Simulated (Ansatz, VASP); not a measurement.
**One calculation of MnS, two programs**

INCAR

```
SYSTEM = MnS
PREC     = Accurate       ! precision mode
ENCUT    = 520            ! plane-wave cutoff, eV
EDIFF    = 1E-6           ! SCF threshold, eV
ISMEAR   = 0              ! smearing method
SIGMA    = 0.05           ! smearing width, eV
LREAL    = .FALSE.        ! projectors in reciprocal space
LASPH    = .TRUE.         ! aspherical terms in the spheres
NELM     = 150            ! most SCF steps
ALGO     = Normal         ! electronic algorithm
ISIF     = 2              ! what is computed and relaxed
LWAVE    = .FALSE.        ! write WAVECAR
LCHARG   = .TRUE.         ! write CHGCAR
ISPIN    = 2              ! spin polarisation
MAGMOM   = 4.98 0.12      ! initial moments
LORBIT   = 11             ! projections on sites
LMAXMIX  = 4              ! l up to which the mixer works
LDAU     = .TRUE.         ! DFT+U
LDAUTYPE = 2            
LDAUL    = 2 -1           ! shell
LDAUU    = 3.9 0          ! U, eV
LDAUJ    = 0 0          
LDAUPRINT= 1            
GGA      = PE             ! functional
LELF     = .TRUE.         ! ELF
LVHAR    = .TRUE.       
NBANDS   = 20             ! bands
```

The input KPOINTS:

```
Automatic mesh
0
G
  8 8 8
  0 0 0
```

Contents of POSCAR:

```
MnS
1.0
    0.0000000000      2.6327938317      2.6327938317
    2.6327938317      0.0000000000      2.6327938317
    2.6327938317      2.6327938317      0.0000000000
Mn S
1 1
Direct
    0.0000000000      0.0000000000      0.0000000000
    0.5000000000      0.5000000000      0.5000000000
```

Input for Ansatz:

```yaml
crystal:
  lattice:
    - [0.0, 2.6327938317, 2.6327938317]
    - [2.6327938317, 0.0, 2.6327938317]
    - [2.6327938317, 2.6327938317, 0.0]
  atoms:
    - { symbol: Mn, position: [0.0, 0.0, 0.0], spin: 4.95 }
    - { symbol: S, position: [0.5, 0.5, 0.5] }
basis:
  ecutwfc: 420
  ecutrho_ratio: 4
kpoints:
  mp_grid: { grid: [8, 8, 8] }
hamiltonian:
  xc: pbe
  hubbard:
    sites:
      - { species: Mn, l: d, u_eff: 3.9, starting_ns: start.occupation_matrices }
    ns_hold: { iters: 6 }
scf:
  occupations: { method: gaussian, width: 0.05 }
  lower_state_search: "off"
output:
  forces: true
  stress: true
  eigenvalues: true
  populations: true
  hubbard: { sites: [{ species: Mn, l: d }] }
magnetization:
  spin_polarized: true
```

Alike in both runs: task single point; functional PBE; k mesh 8 × 8 × 8; occupations gaussian, width 0.05 eV; collinear spin; Hubbard terms Mn d U = 3.9 eV.

|  | VASP | Ansatz |
| --- | --- | --- |
| version | VASP 6.6.1 | Ansatz 0.2.0 |
| potentials or method | VASP PAW PBE potentials, release 64 (Mn_pv, S), cutoff 520 eV | scalar-relativistic, plane waves, PAW |
| valence electrons in the cell | 19 | 21 |

|  | VASP | Ansatz | Ansatz less VASP |
| --- | --- | --- | --- |
| gap on the k mesh at the Fermi level (eV) | 0.74 | 0.90 | +0.159 |
| least direct gap on the mesh (eV) | 2.65 | 2.59 | -0.056 |
| pressure (GPa) | 1.3 | 2.0 | +0.66 |
| net moment per atom (μB) | 2.50 | 2.50 | 0.000 |
| size of the moment on the site where the two differ most (μB) | 4.60 | 4.52 | -0.075 |

Site moments also hang on the region over which each program counts them. The programs project onto different local orbitals, so the same U acts differently, and such runs can settle in different states. VASP's potentials hold 19 valence electrons a cell and Ansatz's 21, so a difference there can come from the potentials and not from the codes. Ansatz's warnings: stability check not made.
